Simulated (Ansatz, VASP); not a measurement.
## One calculation of F, two programs

```
F
1.0
     2.60088   -1.49171   -0.00667
     2.60088    1.49171   -0.00667
    -2.07944    0.00000    6.77946
F
4
Direct
  0.50540 0.50540 0.40258
  0.08530 0.08530 0.09712
  0.49460 0.49460 0.59742
  0.91470 0.91470 0.90288
```

Alike in both runs: task single point; functional HSE06; k mesh 4 × 4 × 2; no spin polarisation.

|  | VASP | Ansatz |
| --- | --- | --- |
| version | VASP 6.6.1 | Ansatz 0.2.0 |
| potentials or method | VASP PAW PBE potentials, release 64 (F) | plane waves |
| plane-wave cutoff (eV) | 520 | 420 |
| occupations | gaussian, width 0.01 eV | fixed |
| valence electrons in the cell | 28 | 28 |

```tsv
	VASP	Ansatz	Ansatz less VASP
gap on the k mesh at the Fermi level (eV)	5.81	5.86	+0.059
pressure (GPa)	0.9	0.1	-0.81
traceless stress, the component that is largest in VASP (GPa)	-2.13	-4.45	-2.325
rms of the force components (eV/Å)	0.284	0.569	+0.2855
```

Atom by atom the forces differ by 0.286 eV/Å (rms over components). Ansatz's warnings: stress exchange threshold loose, stress scf threshold loose.

The k mesh is coarse, so the values compare programs but aren't converged.
